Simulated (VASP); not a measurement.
Write the native input for VASP 6.6.1 that does the following.

* Task: single point
* Functional: PBEsol
* Potentials or basis: VASP PAW PBE potentials, release 64 (Rb_sv, Br)
* Cutoff: 520 eV
* k mesh: 6 × 6 × 6
* Occupations: gaussian, width 0.05 eV
* Spin: no spin polarisation
* Dipole correction: no
* Further INCAR settings: ALGO = Normal; EDIFF = 1e-06; NBANDS = 15

The structure of RbBr lies in POSCAR:

```
RbBr
1.0
    0.0000000000      3.0537090791      4.3179446379
    3.0537090791      0.0000000000      4.3179446379
    3.0537090791      3.0537090791      0.0000000000
Rb Br
1 1
Direct
    0.0000000000      0.0000000000      0.0000000000
    0.5000000000      0.5000000000      0.5000000000
```

This cell differs from its parent crystal: ratio of the length along z to the lengths across it x 1.414, volume and fractional coordinates fixed.

The input as run:

INCAR

```
PREC     = Accurate       # precision mode
ENCUT    = 520            # plane-wave cutoff, eV
EDIFF    = 1E-6           # SCF threshold, eV
ISMEAR   = 0              # smearing method
SIGMA    = 0.05           # smearing width, eV
LREAL    = F              # projectors in reciprocal space
LASPH    = T              # aspherical terms in the spheres
NELM     = 80             # most SCF steps
ALGO     = Normal         # electronic algorithm
ISIF     = 2              # what is computed and relaxed
LWAVE    = F              # write WAVECAR
LCHARG   = F              # write CHGCAR
GGA      = PS             # functional
NBANDS   = 15             # bands
```

KPOINTS

```
Automatic mesh
0
Gamma
  6 6 6
```

Potentials or basis: VASP PAW PBE potentials, release 64 (Rb_sv, Br).

Run with:

```bash
$ cat potpaw_PBE.64/Rb_sv/POTCAR potpaw_PBE.64/Br/POTCAR > POTCAR
$ mpirun -np 1 vasp_std > vasp.out
```

It gave:

```yaml
Pressure: 4.5 GPa
Band_gap_on_the_k_mesh: 3.87 eV
```

Caveat: the cell stands under pressure; the PAW data sets were made with another functional, which shifts forces and pressure a little.

Run time: 58 s on 1 thread of Intel Xeon 8259CL, with other jobs on the host, peak memory 0.22 GiB.
